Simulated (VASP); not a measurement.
Input of a VASP 6.6.1 run:

The input INCAR:

```
SYSTEM = Al
  ALGO = Normal
  EDIFF = 1E-6
  ENCUT = 520
  GGA = PE
  ISIF = 2
  ISMEAR = 0
  IVDW = 12
  LASPH = .TRUE.
  LCHARG = .FALSE.
  LREAL = .FALSE.
  LWAVE = .FALSE.
  NBANDS = 14
  NELM = 60
  PREC = Accurate
  SIGMA = 0.15
```

KPOINTS

```
k-points
0
G
  18 18 6
  0 0 0
```

Contents of POSCAR:

```
Al
1.0
    2.9287007181      0.0000000000      0.0000000000
   -1.4643503591      2.5363292219      0.0000000000
    0.0000000000      0.0000000000      8.8754275262
Al
4
Direct
    0.0000000000      0.0000000000      0.0000000000
    0.3333333333      0.6666666667      0.2500000000
    0.0000000000      0.0000000000      0.5000000000
    0.6666666667      0.3333333333      0.7500000000
```

Potentials or basis: VASP PAW PBE potentials, release 64 (Al).

Launch:

```console
$ cat potpaw_PBE.64/Al/POTCAR > POTCAR
$ mpirun -np 1 vasp_std > vasp.out
```

(1) Predict the pressure.

(2) Predict the dispersion energy per atom.

(3) What does it give for the band gap on the k mesh?

## Answers

(1) -2.5 GPa.

(2) -0.337 eV.

(3) zero (bands 6 and 7 overlap by 6.73 eV).

Caveat: the stress differs along the axes, from -4 to 1 GPa.
